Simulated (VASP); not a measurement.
TiAl3 (k07): single point with LDA

TiAl3 (k07):

```xyz
4
Lattice="-1.9111 1.9111 4.2807 1.9111 -1.9111 4.2807 1.9111 1.9111 -4.2807" Properties=species:S:1:pos:R:3 pbc="T T T"
Ti    0.0000    0.0000    0.0000
Al    0.0000    0.0000    4.2807
Al    0.0000    1.9111    2.1403
Al    1.9111    0.0000    2.1403
```

```
Program             : VASP 6.6.1
Task                : single point
Functional          : LDA
Potentials or basis : VASP PAW LDA potentials, release 64 (Ti_sv, Al)
Cutoff              : 520 eV
k mesh              : 6 × 6 × 6
Occupations         : gaussian, width 0.1 eV
Spin                : no spin polarisation
```

The pressure is -3.4 GPa.

Stress tensor (GPa, compression positive):
```
-3.66  0.00  0.00
 0.00 -3.66  0.00
 0.00  0.00 -2.94
```

Levels at points of the mesh, in eV from the Fermi level:
```csv
k point,band 9,band 10,band 11,band 12,band 13,band 14
"(0.00, 0.00, 0.00)",-1.23,-1.23,0.81,1.77,1.77,2.32
"(0.50, 0.00, 0.00)",-1.07,-0.27,0.48,1.75,2.11,2.71
"(0.50, 0.50, 0.00)",-2.65,-2.19,-1.00,1.74,1.88,2.74
"(0.50, 0.50, 0.50)",-0.89,-0.23,0.68,0.68,0.93,3.09
```

It took 34 s on 1 thread of Intel(R) Xeon(R) Platinum 8488C (Sapphire Rapids), on a shared host, peak memory 0.2 GiB.

Caveat: the k points lie up to 0.39 Å⁻¹ apart.
